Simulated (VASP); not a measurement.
# Au (P6_3/mmc) in VASP: further runs

The runs below take Au through single point, with LDA.

Everything below comes from runs of VASP 6.6.1. Logs are shortened: lines on timing, memory, paths and dates and some standing lists are left out, and cuts for length are marked.

## Step 1: The cell of the first run

Symmetry: P6_3/mmc, No. 194, hexagonal system. The conventional cell has a = 2.841 Å, b = 2.841 Å, c = 4.780 Å, α = 90.00°, β = 90.00°, γ = 120.00°. Au (site symmetry -6m2) has 12 Au at 2.84 to 2.90 Å within 3.7 Å.

## Step 2: Single point, LDA

The input, INCAR:

```
PREC     = Accurate       # precision mode
ENCUT    = 520            # plane-wave cutoff, eV
EDIFF    = 1E-6           # SCF threshold, eV
ISMEAR   = 0              # smearing method
SIGMA    = 0.1            # smearing width, eV
LREAL    = F              # projectors in reciprocal space
LASPH    = T              # aspherical terms in the spheres
NELM     = 60             # most SCF steps
ALGO     = Normal         # electronic algorithm
ISIF     = 2              # what is computed and relaxed
LWAVE    = F              # write WAVECAR
LCHARG   = T              # write CHGCAR
LELF     = T              # ELF
LVHAR    = T            
NBANDS   = 18             # bands
```

The input, KPOINTS:

```
Automatic mesh
0
Gamma
  11 11 6
```

The input, POSCAR:

```
Au
1.0
    2.8407997153      0.0000000000      0.0000000000
   -1.4203998576      2.4602011245      0.0000000000
    0.0000000000      0.0000000000      4.7803802105
Au
2
Direct
    0.3333333333      0.6666666667      0.7500000000
    0.6666666667      0.3333333333      0.2500000000
```

Potentials or basis: VASP PAW LDA potentials, release 64 (Au).

Command:

```console
> cat potpaw_LDA.64/Au/POTCAR > POTCAR
> mpirun -np 1 vasp_std > vasp.out
```

OUTCAR:

```text
PREC = Accurate
   ENCUT = 520
   EDIFF = 1E-6
   ISMEAR = 0
   LREAL = F
   LASPH = T
   NELM = 60
   ISIF = 2

 ion  position               nearest neighbor table
   1  0.333  0.667  0.750-   2 2.90   2 2.90   2 2.90   2 2.90   2 2.90   2 2.90
   2  0.667  0.333  0.250-   1 2.90   1 2.90   1 2.90   1 2.90   1 2.90   1 2.90

  LATTYP: Found a hexagonal cell.
 ALAT       =     2.8407997153
 C/A-ratio  =     1.6827586207

  Lattice vectors:

 A1 = (   2.8407997153,   0.0000000000,   0.0000000000)
 A2 = (  -1.4203998576,   2.4602011245,   0.0000000000)
 A3 = (   0.0000000000,   0.0000000000,   4.7803802105)

Analysis of symmetry for initial positions (statically):
=====================================================================
 Subroutine PRICEL returns:
 Original cell was already a primitive cell.

 Routine SETGRP: Setting up the symmetry group for a
 hexagonal supercell.

 Subroutine GETGRP returns: Found 24 space group operations
 (whereof 12 operations were pure point group operations)
 out of a pool of 24 trial point group operations.

The static configuration has the point symmetry D_3d.
 The point group associated with its full space group is D_6h.

Analysis of symmetry for dynamics (positions and initial velocities):
=====================================================================
 Subroutine PRICEL returns:
 Original cell was already a primitive cell.

 Routine SETGRP: Setting up the symmetry group for a
 hexagonal supercell.

 Subroutine GETGRP returns: Found 24 space group operations
 (whereof 12 operations were pure point group operations)
 out of a pool of 24 trial point group operations.

The dynamic configuration has the point symmetry D_3d.
 The point group associated with its full space group is D_6h.

 Subroutine INISYM returns: Found 24 space group operations
 (whereof 12 operations are pure point group operations),
 and found     1 'primitive' translations

----------------------------------------------------------------------------------------

                                     Primitive cell

  volume of cell :      33.4098
[... 81 lines left out ...]
   ISTART =      0    job   : 0-new  1-cont  2-samecut
   ICHARG =      2    charge: 1-file 2-atom 10-const
   ISPIN  =      1    spin polarized calculation?
   LNONCOLLINEAR =      F non collinear calculations
   LSORBIT =      F    spin-orbit coupling
   LASPH  =      T    aspherical Exc in radial PAW
   ENCUT  =  520.0 eV  38.22 Ry    6.18 a.u.   5.28  5.28  8.89*2*pi/ulx,y,z
   NELM   =     60;   NELMIN=  2; NELMDL= -5     # of ELM steps
   EDIFF  = 0.1E-05   stopping-criterion for ELM
   LREAL  =      F    real-space projection
   EDIFFG = 0.1E-04   stopping-criterion for IOM
   NSW    =      0    number of steps for IOM
   IBRION =     -1    ionic relax: 0-MD 1-quasi-New 2-CG
   NFREE  =      0    steps in history (QN), initial steepest desc. (CG)
   ISIF   =      2    stress and relaxation
   ISYM   =      2    0-nonsym 1-usesym 2-fastsym
   POTIM  = 0.5000    time-step for ionic-motion
   TEBEG  =    0.0;   TEEND  =   0.0 temperature during run
   PSTRESS=    0.0 pullay stress
   NELECT =      22.0000    total number of electrons
   NUPDOWN=      -1.0000    fix difference up-down
   EMIN   =  10.00;   EMAX   =-10.00  energy-range for DOS
   EFERMI =   0.00;   METHOD = LEGACY
   ISMEAR =     0;   SIGMA  =   0.10  broadening in eV -4-tet -1-fermi 0-gaus
   EFERMI_NEDOS =   21; number of points for ismear=-14 and -15
   IALGO  =     38    algorithm
   IMIX   =      4    mixing-type and parameters
     AMIX     =   0.40;   BMIX     =  1.00
     AMIX_MAG =   1.60;   BMIX_MAG =  1.00
  volume/ion in A,a.u.               =      16.70       112.73
  Fermi-wavevector in a.u.,A,eV,Ry     =   1.424266  2.691473 27.599884  2.028534
  Thomas-Fermi vector in A             =   2.544776
   LORBIT       =      0    0 simple, 1 ext, 2 COOP (PROOUT), +10 PAW based schemes
   GGA     = CA    functional components
   LHFCALC =     F    Hartree Fock is set to
   AEXX    =    0.0000 exact exchange contribution
   IVDW    =     0    specifies the selected vdW correction
   LEPSILON=     F    determine dielectric tensor
   LRPA    =     F    only Hartree local field effects (RPA)
 non-spin polarized calculation
 Gauss-broadening in eV      SIGMA  =   0.10
  energy-cutoff  :      520.00
  volume of cell :       33.41
 maximum number of plane-waves:       910
 NGX is ok and might be reduce to    24
   NGX = 11   NGY = 11   NGZ = 17

 number of electron      22.0000002 magnetization

 Free energy of the ion-electron system (eV)
  ---------------------------------------------------
  ext. energy  EPLUGINS =         0.00000000
  ---------------------------------------------------
  free energy    TOTEN  =        -8.88011217 eV

  energy without entropy =       -8.87402135  energy(sigma->0) =       -8.87706676

 E-fermi :   9.5763     XC(G=0): -13.0985

 val. band max:        9.5741349471   @ k =   0.0909   0.0000   0.0000
 cond. band min:       9.5927916655   @ k =   0.1818   0.1818   0.3333
 fundamental gap:      0.0186567184
 Fermi energy:         9.5762533636

 k-point     1 :       0.0000    0.0000    0.0000
  band No.  band energies     occupation
      1      -0.5028      2.00000
      2       1.9883      2.00000
      3       4.6001      2.00000
      4       4.9157      2.00000
      5       4.9157      2.00000
      6       5.2399      2.00000
[... 481 lines left out ...]
      5       4.6950      2.00000
      6       5.1632      2.00000
[... 10 lines left out ...]
     17      25.8003      0.00000
     18      27.2727      0.00000

 [... further k-points ...]

------------------------ aborting loop because EDIFF is reached ----------------------------------------

  FORCE on cell =-STRESS in cart. coord.  units (eV):
  Direction    XX          YY          ZZ          XY          YZ          ZX
  --------------------------------------------------------------------------------------
  -------------------------------------------------------------------------------------
  Total       -0.0798594     -0.0798592     -0.3579772     -0.0000000     -0.0000000     -0.0000000
  in kB       -3.8296841     -3.8296729    -17.1669183     -0.0000000     -0.0000000     -0.0000000
  external PRESSURE =      -8.2754251 kB  Pullay stress =       0.0000000 kB

 VOLUME and BASIS-vectors are now :
 -----------------------------------------------------------------------------
  energy-cutoff  :      520.00
  volume of cell :       33.41
      direct lattice vectors                 reciprocal lattice vectors
     2.840799715  0.000000000  0.000000000     0.352013553  0.203235416  0.000000000
    -1.420399858  2.460201125  0.000000000     0.000000000  0.406470833  0.000000000
     0.000000000  0.000000000  4.780380210     0.000000000  0.000000000  0.209188382

 POSITION                                       TOTAL-FORCE (eV/Angst)
 -----------------------------------------------------------------------------------
     -0.00000      1.64013      3.58529         0.000000     -0.000000      0.000000
      1.42040      0.82007      1.19510        -0.000000      0.000000      0.000000
 -----------------------------------------------------------------------------------
    total drift:                                0.000000     -0.000000      0.000000

  FREE ENERGIE OF THE ION-ELECTRON SYSTEM (eV)
  ---------------------------------------------------
  free  energy   TOTEN  =        -8.8801121726 eV

  energy  without entropy=       -8.8740213486  energy(sigma->0) =       -8.87706676
```

OSZICAR:

```text
N       E                     dE             d eps       ncg     rms          rms(c)
DAV:   1     0.121972134162E+03    0.12197E+03   -0.11732E+04  2312   0.119E+03
DAV:   2    -0.734793765906E+01   -0.12932E+03   -0.12303E+03  2438   0.262E+02
DAV:   3    -0.953361085020E+01   -0.21857E+01   -0.21724E+01  2680   0.343E+01
DAV:   4    -0.954275618059E+01   -0.91453E-02   -0.91444E-02  2532   0.236E+00
DAV:   5    -0.954283495656E+01   -0.78776E-04   -0.78775E-04  2614   0.233E-01    0.144E+01
DAV:   6    -0.893385105252E+01    0.60898E+00   -0.11045E+00  2368   0.965E+00    0.889E+00
DAV:   7    -0.888673370292E+01    0.47117E-01   -0.11764E-01  2534   0.310E+00    0.343E+00
DAV:   8    -0.888013420497E+01    0.65995E-02   -0.13724E-02  2396   0.105E+00    0.428E-01
DAV:   9    -0.888010915225E+01    0.25053E-04   -0.75863E-05  2594   0.809E-02    0.113E-02
DAV:  10    -0.888011217043E+01   -0.30182E-05   -0.15360E-06  2044   0.111E-02    0.432E-03
DAV:  11    -0.888011217264E+01   -0.22142E-08   -0.47727E-07  1244   0.561E-03
   1 F= -.88801122E+01 E0= -.88770668E+01  d E =-.609082E-02
```

It took 21 s on 1 thread of AMD EPYC 7R13 (Zen 3), shared host; peak memory 0.13 GiB.

What came out:

* Free energy: -8.8801 eV
* Pressure: -0.8 GPa
* Band gap on the k mesh: zero (band 11 reaches 13.43 eV, above the bottom of band 12 at 6.92 eV)

Caveat: spin-orbit coupling is left out, which moves the levels of the heavy elements.

## Step 3: Single point, LDA

This run uses another cell than the first one, of 17.06 Å³/atom, 1.021 times its volume.

The input, INCAR:

```
ALGO = Normal ; EDIFF = 1E-7
ENCUT = 520 ; GGA = CA
ISIF = 2 ; ISMEAR = 0
LASPH = T ; LCHARG = F
LREAL = F ; LWAVE = F
NBANDS = 18 ; NELM = 80
PREC = Accurate ; SIGMA = 0.1
```

The input, KPOINTS:

```
k-points
0
Gamma
  11 11 6
```

The input, POSCAR:

```
Au
1.0
    2.8608060062      0.0000000000      0.0000000000
   -1.4304030031      2.4775270553      0.0000000000
    0.0000000000      0.0000000000      4.8140459691
Au
2
Direct
    0.3333333333      0.6666666667      0.7500000000
    0.6666666667      0.3333333333      0.2500000000
```

Potentials or basis: VASP PAW LDA potentials, release 64 (Au).

Command:

```console
> cat potpaw_LDA.64/Au/POTCAR > POTCAR
> mpirun -np 1 vasp_std > vasp.out
```

Wall time 20 s (1 thread of AMD EPYC 7R13 (Zen 3), shared host); peak memory 0.13 GiB.

The run converged. Its results:

- Free energy: -8.8688 eV
- Pressure: -4.5 GPa
- Band gap on the k mesh: zero (band 11 reaches 13.00 eV, above the bottom of band 12 at 6.60 eV)

Stress tensor (GPa, compression positive):
```
-4.16  0.00  0.00
 0.00 -4.16  0.00
 0.00  0.00 -5.10
```

Levels at points of the mesh, in eV from the Fermi level:
```tsv
k point	band 9	band 10	band 11	band 12	band 13	band 14
(0.00, 0.00, 0.00)	-3.52	-2.15	-2.15	-1.17	2.67	14.62
(0.00, 0.00, 0.50)	-2.61	-2.61	-2.61	-2.61	10.59	10.59
```

Caveat: spin-orbit coupling is left out, which moves the levels of the heavy elements.
